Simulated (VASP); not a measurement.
# YSe (Fm-3m) in VASP: further runs

The runs below take YSe through single point, with LDA.

Program: VASP 6.6.1. These are calculated values, not measurements. Logs are shortened: lines on timing, memory, paths and dates and some standing lists are left out, and cuts for length are marked.

### Step 1. The cell of the first run

The structure is cubic, space group Fm-3m (No. 225). The conventional cell has a = 5.633 Å, b = 5.633 Å, c = 5.633 Å, α = 90.00°, β = 90.00°, γ = 90.00°. Y (site symmetry m-3m) has 6 Se at 2.82 Å within 3.7 Å. Se (site symmetry m-3m) has 6 Y at 2.82 Å within 3.7 Å.

### Step 2. Single point, LDA (volume scaled by 0.94)

INCAR

```
PREC     = Accurate       # precision mode
ENCUT    = 520            # plane-wave cutoff, eV
EDIFF    = 1E-6           # SCF threshold, eV
ISMEAR   = -1             # smearing method
SIGMA    = 0.03           # smearing width, eV
LREAL    = F              # projectors in reciprocal space
LASPH    = T              # aspherical terms in the spheres
NELM     = 80             # most SCF steps
ALGO     = Normal         # electronic algorithm
ISIF     = 2              # what is computed and relaxed
LWAVE    = F              # write WAVECAR
LCHARG   = F              # write CHGCAR
NBANDS   = 16             # bands
```

KPOINTS

```
Automatic mesh
0
Gamma
  7 7 7
```

POSCAR

```
YSe
1.0
    0.0000000000      2.8163100626      2.8163100626
    2.8163100626      0.0000000000      2.8163100626
    2.8163100626      2.8163100626      0.0000000000
Y Se
1 1
Direct
    0.0000000000      0.0000000000      0.0000000000
    0.5000000000      0.5000000000      0.5000000000
```

Potentials or basis: VASP PAW LDA potentials, release 64 (Y_sv, Se).

Run with:

```sh
cat potpaw_LDA.64/Y_sv/POTCAR potpaw_LDA.64/Se/POTCAR > POTCAR
mpirun -np 1 vasp_std > vasp.out
```

OUTCAR:

```text
PREC = Accurate
   ENCUT = 520
   EDIFF = 1E-6
   ISMEAR = -1
   LREAL = F
   LASPH = T
   NELM = 80
   ISIF = 2

 ion  position               nearest neighbor table
   1  0.000  0.000  0.000-   2 2.82   2 2.82   2 2.82   2 2.82   2 2.82   2 2.82
   2  0.500  0.500  0.500-   1 2.82   1 2.82   1 2.82   1 2.82   1 2.82   1 2.82

  LATTYP: Found a face centered cubic cell.
 ALAT       =     5.6326201252

  Lattice vectors:

 A1 = (   0.0000000000,   2.8163100626,   2.8163100626)
 A2 = (   2.8163100626,   0.0000000000,   2.8163100626)
 A3 = (   2.8163100626,   2.8163100626,   0.0000000000)

Analysis of symmetry for initial positions (statically):
=====================================================================
 Subroutine PRICEL returns:
 Original cell was already a primitive cell.

 Routine SETGRP: Setting up the symmetry group for a
 face centered cubic supercell.

 Subroutine GETGRP returns: Found 48 space group operations
 (whereof 48 operations were pure point group operations)
 out of a pool of 48 trial point group operations.

The static configuration has the point symmetry O_h .

Analysis of symmetry for dynamics (positions and initial velocities):
=====================================================================
 Subroutine PRICEL returns:
 Original cell was already a primitive cell.

 Routine SETGRP: Setting up the symmetry group for a
 face centered cubic supercell.

 Subroutine GETGRP returns: Found 48 space group operations
 (whereof 48 operations were pure point group operations)
 out of a pool of 48 trial point group operations.

The dynamic configuration has the point symmetry O_h .

 Subroutine INISYM returns: Found 48 space group operations
 (whereof 48 operations are pure point group operations),
 and found     1 'primitive' translations

----------------------------------------------------------------------------------------

                                     Primitive cell

  volume of cell :      44.6757

  direct lattice vectors                    reciprocal lattice vectors
     0.000000000  2.816310063  2.816310063    -0.177537270  0.177537270  0.177537270
     2.816310063  0.000000000  2.816310063     0.177537270 -0.177537270  0.177537270
     2.816310063  2.816310063  0.000000000     0.177537270  0.177537270 -0.177537270

  length of vectors
     3.982863886  3.982863886  3.982863886     0.307503572  0.307503572  0.307503572

  position of ions in fractional coordinates (direct lattice)
     0.000000000  0.000000000  0.000000000
     0.500000000  0.500000000  0.500000000

  ion indices of the primitive-cell ions
   primitive index   ion index
                 1           1
                 2           2

----------------------------------------------------------------------------------------

 KPOINTS: Automatic mesh

Automatic generation of k-mesh.
 Grid dimensions read from file:
 generate k-points for:    7    7    7

 Generating k-lattice:

  Cartesian coordinates                     Fractional coordinates (reciprocal lattice)
    -0.025362467  0.025362467  0.025362467     0.142857143  0.000000000  0.000000000
     0.025362467 -0.025362467  0.025362467     0.000000000  0.142857143  0.000000000
     0.025362467  0.025362467 -0.025362467     0.000000000  0.000000000  0.142857143

  Length of vectors
     0.043929082  0.043929082  0.043929082

  Shift w.r.t. Gamma in fractional coordinates (k-lattice)
     0.000000000  0.000000000  0.000000000

 Subroutine IBZKPT returns following result:
 ===========================================

 Found     20 irreducible k-points:

 Following reciprocal coordinates:
            Coordinates               Weight
  0.000000  0.000000  0.000000      1.000000
  0.142857  0.000000  0.000000      8.000000
  0.285714  0.000000  0.000000      8.000000
  0.428571  0.000000  0.000000      8.000000
  0.142857  0.142857  0.000000      6.000000
  0.285714  0.142857  0.000000     24.000000
[... 12 lines left out ...]
 -0.428571  0.428571  0.142857     24.000000
 -0.285714  0.428571  0.142857     24.000000
   k-points           NKPTS =     20   k-points in BZ     NKDIM =     20   number of bands    NBANDS=     16
   number of dos      NEDOS =    301   number of ions     NIONS =      2
   total plane-waves  NPLWV =  27000
   dimension x,y,z NGX =    30 NGY =   30 NGZ =   30
   dimension x,y,z NGXF=    60 NGYF=   60 NGZF=   60
   ions per type =               1   1
   NGX,Y,Z   is equivalent  to a cutoff of  12.52, 12.52, 12.52 a.u.
   NGXF,Y,Z  is equivalent  to a cutoff of  25.04, 25.04, 25.04 a.u.
 SYSTEM =  unknown system
   PREC   = accura    normal or accurate (medium, high low for compatibility)
   ISTART =      0    job   : 0-new  1-cont  2-samecut
   ICHARG =      2    charge: 1-file 2-atom 10-const
   ISPIN  =      1    spin polarized calculation?
   LNONCOLLINEAR =      F non collinear calculations
   LSORBIT =      F    spin-orbit coupling
   LASPH  =      T    aspherical Exc in radial PAW
   ENCUT  =  520.0 eV  38.22 Ry    6.18 a.u.   7.41  7.41  7.41*2*pi/ulx,y,z
   NELM   =     80;   NELMIN=  2; NELMDL= -5     # of ELM steps
   EDIFF  = 0.1E-05   stopping-criterion for ELM
   LREAL  =      F    real-space projection
   EDIFFG = 0.1E-04   stopping-criterion for IOM
   NSW    =      0    number of steps for IOM
   IBRION =     -1    ionic relax: 0-MD 1-quasi-New 2-CG
   NFREE  =      0    steps in history (QN), initial steepest desc. (CG)
   ISIF   =      2    stress and relaxation
   ISYM   =      2    0-nonsym 1-usesym 2-fastsym
   POTIM  = 0.5000    time-step for ionic-motion
   TEBEG  =    0.0;   TEEND  =   0.0 temperature during run
   PSTRESS=    0.0 pullay stress
   NELECT =      17.0000    total number of electrons
   NUPDOWN=      -1.0000    fix difference up-down
   EMIN   =  10.00;   EMAX   =-10.00  energy-range for DOS
   EFERMI =   0.00;   METHOD = LEGACY
   ISMEAR =    -1;   SIGMA  =   0.03  broadening in eV -4-tet -1-fermi 0-gaus
   EFERMI_NEDOS =   21; number of points for ismear=-14 and -15
   IALGO  =     38    algorithm
   IMIX   =      4    mixing-type and parameters
     AMIX     =   0.40;   BMIX     =  1.00
     AMIX_MAG =   1.60;   BMIX_MAG =  1.00
  volume/ion in A,a.u.               =      22.34       150.74
  Fermi-wavevector in a.u.,A,eV,Ry     =   1.186317  2.241814 19.148125  1.407347
  Thomas-Fermi vector in A             =   2.322492
   LORBIT       =      0    0 simple, 1 ext, 2 COOP (PROOUT), +10 PAW based schemes
   GGA     = CA    functional components
   LHFCALC =     F    Hartree Fock is set to
   AEXX    =    0.0000 exact exchange contribution
   IVDW    =     0    specifies the selected vdW correction
   LEPSILON=     F    determine dielectric tensor
   LRPA    =     F    only Hartree local field effects (RPA)
 non-spin polarized calculation
  energy-cutoff  :      520.00
  volume of cell :       44.68
 maximum number of plane-waves:      1243
 NGX is ok and might be reduce to    30
   NGX = 15   NGY = 15   NGZ = 15

 number of electron      17.0000002 magnetization

 Free energy of the ion-electron system (eV)
  ---------------------------------------------------
  ext. energy  EPLUGINS =         0.00000000
  ---------------------------------------------------
  free energy    TOTEN  =       -14.93157565 eV

  energy without entropy =      -14.92779952  energy(sigma->0) =      -14.92968758

 E-fermi :   6.4270     XC(G=0): -10.6877

 val. band max:        6.2728805033   @ k =   0.1429   0.0000   0.0000
 cond. band min:       6.4344837610   @ k =   0.1429   0.0000   0.0000
 fundamental gap:      0.1616032577
 Fermi energy:         6.4269744664

 k-point     1 :       0.0000    0.0000    0.0000
  band No.  band energies     occupation
      1     -36.8901      2.00000
      2     -16.9922      2.00000
      3     -16.9922      2.00000
      4     -16.9922      2.00000
      5      -8.9902      2.00000
      6       3.3882      2.00000
[... 8 lines left out ...]
     15      12.5990      0.00000
     16      18.9797      0.00000

 k-point     2 :       0.1429    0.0000    0.0000
  band No.  band energies     occupation
      1     -36.8859      2.00000
      2     -17.0665      2.00000
      3     -16.9963      2.00000
      4     -16.9963      2.00000
      5      -8.7772      2.00000
      6       2.1909      2.00000
[... 8 lines left out ...]
     15      13.4229      0.00000
     16      16.8859      0.00000

 k-point     3 :       0.2857    0.0000    0.0000
  band No.  band energies     occupation
      1     -36.8764      2.00000
      2     -17.2258      2.00000
      3     -17.0055      2.00000
      4     -17.0055      2.00000
      5      -8.2699      2.00000
      6       0.5044      2.00000
[... 8 lines left out ...]
     15      13.9041      0.00000
     16      15.0606      0.00000

 k-point     4 :       0.4286    0.0000    0.0000
  band No.  band energies     occupation
      1     -36.8688      2.00000
      2     -17.3466      2.00000
      3     -17.0128      2.00000
      4     -17.0128      2.00000
      5      -7.8189      2.00000
      6      -0.5558      2.00000
[... 8 lines left out ...]
     15      12.9828      0.00000
     16      12.9828      0.00000
[... 248 lines left out ...]
 k-point    18 :      -0.4286    0.2857    0.1429
  band No.  band energies     occupation
      1     -36.8640      2.00000
      2     -17.2680      2.00000
      3     -17.1096      2.00000
      4     -17.0486      2.00000
      5      -7.9871      2.00000
      6       0.1325      2.00000
[... 8 lines left out ...]
     15      13.3882      0.00000
     16      14.0776      0.00000

 k-point    19 :      -0.4286    0.4286    0.1429
  band No.  band energies     occupation
      1     -36.8616      2.00000
      2     -17.2296      2.00000
      3     -17.1188      2.00000
      4     -17.0950      2.00000
      5      -8.1729      2.00000
      6       0.7489      2.00000
[... 8 lines left out ...]
     15      13.7379      0.00000
     16      15.1905      0.00000

 k-point    20 :      -0.2857    0.4286    0.1429
  band No.  band energies     occupation
      1     -36.8609      2.00000
      2     -17.1917      2.00000
      3     -17.1838      2.00000
      4     -17.0861      2.00000
      5      -8.0709      2.00000
      6       0.7752      2.00000
[... 8 lines left out ...]
     15      13.9448      0.00000
     16      14.2511      0.00000

------------------------ aborting loop because EDIFF is reached ----------------------------------------

  FORCE on cell =-STRESS in cart. coord.  units (eV):
  Direction    XX          YY          ZZ          XY          YZ          ZX
  --------------------------------------------------------------------------------------
  -------------------------------------------------------------------------------------
  Total        0.1928745      0.1928745      0.1928745     -0.0000000      0.0000000      0.0000000
  in kB        6.9169408      6.9169408      6.9169408     -0.0000000      0.0000000      0.0000000
  external PRESSURE =       6.9169408 kB  Pullay stress =       0.0000000 kB

 VOLUME and BASIS-vectors are now :
 -----------------------------------------------------------------------------
  energy-cutoff  :      520.00
  volume of cell :       44.68
      direct lattice vectors                 reciprocal lattice vectors
     0.000000000  2.816310063  2.816310063    -0.177537270  0.177537270  0.177537270
     2.816310063  0.000000000  2.816310063     0.177537270 -0.177537270  0.177537270
     2.816310063  2.816310063  0.000000000     0.177537270  0.177537270 -0.177537270

 POSITION                                       TOTAL-FORCE (eV/Angst)
 -----------------------------------------------------------------------------------
      0.00000      0.00000      0.00000         0.000000      0.000000     -0.000000
      2.81631      2.81631      2.81631        -0.000000     -0.000000      0.000000
 -----------------------------------------------------------------------------------
    total drift:                               -0.000000      0.000000      0.000000

  FREE ENERGIE OF THE ION-ELECTRON SYSTEM (eV)
  ---------------------------------------------------
  free  energy   TOTEN  =       -14.9315756476 eV

  energy  without entropy=      -14.9277995208  energy(sigma->0) =      -14.92968758
```

Run time: 17 s. Hardware: 1 thread of Intel Xeon Platinum 8259CL at 2.50GHz (Skylake/Cascade Lake), shared host; peak memory 0.17 GiB.

What came out:

```
Free energy : -14.9316 eV
Pressure    : 0.7 GPa
```

Levels at points of the mesh, in eV from the Fermi level:
| k point | band 5 | band 6 | band 7 | band 8 | band 9 | band 10 | band 11 | band 12 | band 13 | band 14 |
| --- | --- | --- | --- | --- | --- | --- | --- | --- | --- | --- |
| (0.00, 0.00, 0.00) | -15.42 | -3.04 | -3.04 | -3.04 | -0.37 | -0.37 | -0.37 | 0.48 | 0.48 | 0.95 |

### Step 3. Single point, LDA (volume scaled by 0.98)

INCAR

```
SYSTEM = YSe
PREC     = Accurate       ! precision mode
ENCUT    = 520            ! plane-wave cutoff, eV
EDIFF    = 1E-7           ! SCF threshold, eV
ISMEAR   = -1             ! smearing method
SIGMA    = 0.03           ! smearing width, eV
LREAL    = .FALSE.        ! projectors in reciprocal space
LASPH    = .TRUE.         ! aspherical terms in the spheres
NELM     = 80             ! most SCF steps
ALGO     = Normal         ! electronic algorithm
ISIF     = 2              ! what is computed and relaxed
LWAVE    = .FALSE.        ! write WAVECAR
LCHARG   = .FALSE.        ! write CHGCAR
GGA      = CA             ! functional
NBANDS   = 16             ! bands
```

KPOINTS

```
regular mesh
0
G
  7 7 7
  0 0 0
```

POSCAR

```
YSe
1.0
    0.0000000000      2.8557041166      2.8557041166
    2.8557041166      0.0000000000      2.8557041166
    2.8557041166      2.8557041166      0.0000000000
Y Se
1 1
Direct
    0.0000000000      0.0000000000      0.0000000000
    0.5000000000      0.5000000000      0.5000000000
```

Potentials or basis: VASP PAW LDA potentials, release 64 (Y_sv, Se).

Run with:

```sh
cat potpaw_LDA.64/Y_sv/POTCAR potpaw_LDA.64/Se/POTCAR > POTCAR
mpirun -np 1 vasp_std > vasp.out
```

OUTCAR:

```text
SYSTEM = YSe
   PREC = Accurate
   ENCUT = 520
   EDIFF = 1E-7
   ISMEAR = -1
   LREAL = .FALSE.
   LASPH = .TRUE.
   NELM = 80
   ISIF = 2
   GGA = CA

 ion  position               nearest neighbor table
   1  0.000  0.000  0.000-   2 2.86   2 2.86   2 2.86   2 2.86   2 2.86   2 2.86
   2  0.500  0.500  0.500-   1 2.86   1 2.86   1 2.86   1 2.86   1 2.86   1 2.86

  LATTYP: Found a face centered cubic cell.
 ALAT       =     5.7114082332

  Lattice vectors:

 A1 = (   0.0000000000,   2.8557041166,   2.8557041166)
 A2 = (   2.8557041166,   0.0000000000,   2.8557041166)
 A3 = (   2.8557041166,   2.8557041166,   0.0000000000)

Analysis of symmetry for initial positions (statically):
=====================================================================
 Subroutine PRICEL returns:
 Original cell was already a primitive cell.

 Routine SETGRP: Setting up the symmetry group for a
 face centered cubic supercell.

 Subroutine GETGRP returns: Found 48 space group operations
 (whereof 48 operations were pure point group operations)
 out of a pool of 48 trial point group operations.

The static configuration has the point symmetry O_h .
[... 153 lines left out ...]

  energy without entropy =      -14.91339538  energy(sigma->0) =      -14.91539184

 E-fermi :   6.1189     XC(G=0): -10.5031

 val. band max:        5.9573472351   @ k =   0.1429   0.0000   0.0000
 cond. band min:       6.1340147530   @ k =   0.1429   0.0000   0.0000
 fundamental gap:      0.1766675179
 Fermi energy:         6.1188638204

 k-point     1 :       0.0000    0.0000    0.0000
  band No.  band energies     occupation
      1     -37.3356      2.00000
      2     -17.4287      2.00000
      3     -17.4287      2.00000
      4     -17.4287      2.00000
      5      -9.1629      2.00000
      6       3.0514      2.00000
[... 357 lines left out ...]
      3     -17.5899      2.00000
      4     -17.5077      2.00000
      5      -8.3200      2.00000
      6       0.5541      2.00000
[... 8 lines left out ...]
     15      13.3576      0.00000
     16      13.5519      0.00000

------------------------ aborting loop because EDIFF is reached ----------------------------------------

  FORCE on cell =-STRESS in cart. coord.  units (eV):
  Direction    XX          YY          ZZ          XY          YZ          ZX
  --------------------------------------------------------------------------------------
  -------------------------------------------------------------------------------------
  Total       -0.8610853     -0.8610853     -0.8610853      0.0000000     -0.0000000      0.0000000
  in kB      -29.6201435    -29.6201435    -29.6201435      0.0000000     -0.0000000      0.0000000
  external PRESSURE =     -29.6201435 kB  Pullay stress =       0.0000000 kB

 VOLUME and BASIS-vectors are now :
 -----------------------------------------------------------------------------
  energy-cutoff  :      520.00
  volume of cell :       46.58
      direct lattice vectors                 reciprocal lattice vectors
     0.000000000  2.855704117  2.855704117    -0.175088167  0.175088167  0.175088167
     2.855704117  0.000000000  2.855704117     0.175088167 -0.175088167  0.175088167
     2.855704117  2.855704117  0.000000000     0.175088167  0.175088167 -0.175088167

 POSITION                                       TOTAL-FORCE (eV/Angst)
 -----------------------------------------------------------------------------------
      0.00000      0.00000      0.00000        -0.000000     -0.000000     -0.000000
      2.85570      2.85570      2.85570         0.000000      0.000000      0.000000
 -----------------------------------------------------------------------------------
    total drift:                               -0.000000      0.000000      0.000000

  FREE ENERGIE OF THE ION-ELECTRON SYSTEM (eV)
  ---------------------------------------------------
  free  energy   TOTEN  =       -14.9173882993 eV

  energy  without entropy=      -14.9133953849  energy(sigma->0) =      -14.91539184
```

OSZICAR:

```text
N       E                     dE             d eps       ncg     rms          rms(c)
DAV:   1     0.582013793664E+02    0.58201E+02   -0.78836E+03   640   0.969E+02
DAV:   2    -0.122866222466E+02   -0.70488E+02   -0.67015E+02   896   0.205E+02
DAV:   3    -0.154827055533E+02   -0.31961E+01   -0.31781E+01   792   0.335E+01
DAV:   4    -0.155686370064E+02   -0.85931E-01   -0.85906E-01   864   0.551E+00
DAV:   5    -0.155703805433E+02   -0.17435E-02   -0.17435E-02   784   0.679E-01    0.249E+01
DAV:   6    -0.149911410828E+02    0.57924E+00   -0.70913E-01   696   0.519E+00    0.180E+01
DAV:   7    -0.149345553470E+02    0.56586E-01   -0.39232E-01   888   0.383E+00    0.430E+00
DAV:   8    -0.149180647543E+02    0.16491E-01   -0.91683E-02   696   0.194E+00    0.275E-01
DAV:   9    -0.149174260418E+02    0.63871E-03   -0.57028E-03   752   0.527E-01    0.148E-01
DAV:  10    -0.149173858178E+02    0.40224E-04   -0.26568E-04   848   0.133E-01    0.133E-01
DAV:  11    -0.149173894954E+02   -0.36776E-05   -0.40776E-05   752   0.502E-02    0.645E-02
DAV:  12    -0.149173885174E+02    0.97806E-06   -0.63386E-06   792   0.194E-02    0.713E-03
DAV:  13    -0.149173883141E+02    0.20330E-06   -0.41109E-07   744   0.460E-03    0.260E-03
DAV:  14    -0.149173882993E+02    0.14805E-07   -0.13375E-07   600   0.255E-03
   1 F= -.14917388E+02 E0= -.14915392E+02  d E =-.399291E-02
```

stdout:

```text
POSCAR found type information on POSCAR Y Se
 POSCAR found :  2 types and       2 ions
 scaLAPACK will be used
 LDA part: xc-table for (Slater(with rela. corr.)+CA(PZ))
 , standard interpolation
 POSCAR, INCAR and KPOINTS ok, starting setup
 FFT: planning ... GRIDC
 FFT: planning ... GRID_SOFT
 FFT: planning ... GRID
 WAVECAR not read
 entering main loop
```

It took 18 s on 1 thread of Intel Xeon Platinum 8259CL at 2.50GHz (Skylake/Cascade Lake), shared host; peak memory 0.16 GiB.

Results:

| Quantity | Value |
| --- | --- |
| Free energy | -14.9174 eV |
| Pressure | -3.0 GPa |

[end of part 1 of 2]
